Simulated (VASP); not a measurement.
Set up this calculation in VASP 6.6.1, as the native input.

```
Task                   : relaxation of cell and atoms
Functional             : PBE
Potentials or basis    : VASP PAW PBE potentials, release 64 (W_sv, S)
Cutoff                 : 600 eV
k mesh                 : 18 × 18 × 18
Occupations            : gaussian, width 0.1 eV
Spin                   : no spin polarisation
Dipole correction      : no
Further INCAR settings : ALGO = Normal; EDIFF = 1e-07; IBRION = 2; EDIFFG = -0.01; NSW = 100; ISIF = 3
```

The structure of WS lies in POSCAR:

```
WS
1.0
    3.0072119443      0.0000000000      0.0000000000
    0.0000000000      3.0072119443      0.0000000000
    0.0000000000      0.0000000000      3.0072119443
W S
1 1
Direct
    0.5000000000      0.5000000000      0.5000000000
    0.0000000000      0.0000000000      0.0000000000
```

One way to write it, as run:

INCAR

```
ALGO = Normal
EDIFF = 1E-7
EDIFFG = -0.01
ENCUT = 600
GGA = PE
IBRION = 2
ISIF = 3
ISMEAR = 0
LASPH = T
LCHARG = F
LREAL = F
LWAVE = F
NELM = 100
NSW = 100
PREC = Accurate
SIGMA = 0.1
```

KPOINTS

```
k-points
0
Gamma
  18 18 18
```

Potentials or basis: VASP PAW PBE potentials, release 64 (W_sv, S).

The run is started by

```sh
$ cat potpaw_PBE.64/W_sv/POTCAR potpaw_PBE.64/S/POTCAR > POTCAR
$ mpirun -np 1 vasp_std > vasp.out
```

It gave:

| Property | Result |
| --- | --- |
| Relaxed volume | 13.63 Å³/atom |
| Relaxed cell | a = 3.010 Å, b = 3.010 Å, c = 3.010 Å, α = 90.00°, β = 90.00°, γ = 90.00° |
| Space group after relaxing (to 0.05 Å) | Pm-3m (No. 221) |
| Energy gained by relaxing | 0.1 meV/atom |
| Ionic steps | 3 |
| Pressure after relaxing | 0.0 GPa |
| Band gap on the k mesh | zero (band 10 reaches 15.10 eV, above the bottom of band 11 at 11.44 eV) |

Caveat: spin-orbit coupling is left out, which moves the levels of the heavy elements.

It took 5.5 min on 1 thread of AMD EPYC 7R13, on a shared host, peak memory 0.2 GiB.
